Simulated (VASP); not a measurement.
Write the native input for VASP 6.6.1 that does the following.

* Task: single point
* Functional: r2SCAN0
* Potentials or basis: VASP PAW PBE potentials, release 64 (Ti_sv)
* Cutoff: 520 eV
* k mesh: 6 × 6 × 6
* Occupations: fermi-dirac, width 0.05 eV
* Spin: no spin polarisation
* Dipole correction: no
* Grid for exact exchange (PRECFOCK): Normal
* Further INCAR settings: ALGO = Normal; EDIFF = 1e-06; NBANDS = 12
* Share of exact exchange: 0.25

Crystal: Ti.

```
CELL_PARAMETERS angstrom
0.00000 2.03000 2.03000
2.03000 0.00000 2.03000
2.03000 2.03000 0.00000
ATOMIC_POSITIONS crystal
Ti 0.00000 0.00000 0.00000
```

This isn't the form of Ti at room conditions, which is hcp.

These files were run (other wordings do the same):

POSCAR

```
Ti
1.0
    0.0000000000      2.0300000000      2.0300000000
    2.0300000000      0.0000000000      2.0300000000
    2.0300000000      2.0300000000      0.0000000000
Ti
1
Direct
    0.0000000000      0.0000000000      0.0000000000
```

INCAR.step1

```
SYSTEM = Ti
PREC = Accurate ; ENCUT = 520
EDIFF = 1E-5 ; ISMEAR = -1
SIGMA = 0.05 ; LREAL = .FALSE.
LASPH = .TRUE. ; NELM = 60
ALGO = Normal ; ISIF = 2
LWAVE = .TRUE. ; NBANDS = 12
GGA = PE
```

INCAR.step2

```
SYSTEM = Ti
PREC = Accurate ; ENCUT = 520
EDIFF = 1E-6 ; ISMEAR = -1
SIGMA = 0.05 ; LREAL = .FALSE.
LASPH = .TRUE. ; NELM = 60
ALGO = Normal ; ISIF = 2
LWAVE = .FALSE. ; LCHARG = .TRUE.
METAGGA = R2SCAN ; LHFCALC = .TRUE.
AEXX = 0.25 ; LMIXTAU = .TRUE.
PRECFOCK = Normal ; LELF = .TRUE.
LVHAR = .TRUE. ; NBANDS = 12
ISTART = 1
```

KPOINTS

```
Automatic mesh
0
G
  6 6 6
  0 0 0
```

Potentials or basis: VASP PAW PBE potentials, release 64 (Ti_sv).

Command:

```sh
$ cat potpaw_PBE.64/Ti_sv/POTCAR > POTCAR
$ cp INCAR.step1 INCAR
$ mpirun -np 1 vasp_std > vasp.out
$ cp INCAR.step2 INCAR
$ mpirun -np 1 vasp_std > vasp.out
```

Results of the run:

```yaml
Pressure: 3.9 GPa
Band_gap_on_the_k_mesh: zero (bands 6 and 7 overlap by 2.15 eV)
```

Caveat: the k points lie up to 0.45 Å⁻¹ apart, too coarse for converged energies and pressures of a metal; the PAW data sets were made with another functional, which shifts forces and pressure a little.

Run time: 16 min on 1 thread of Intel(R) Xeon(R) Platinum 8259CL CPU @ 2.50GHz (Skylake/Cascade Lake), on a shared host, peak memory 0.16 GiB.
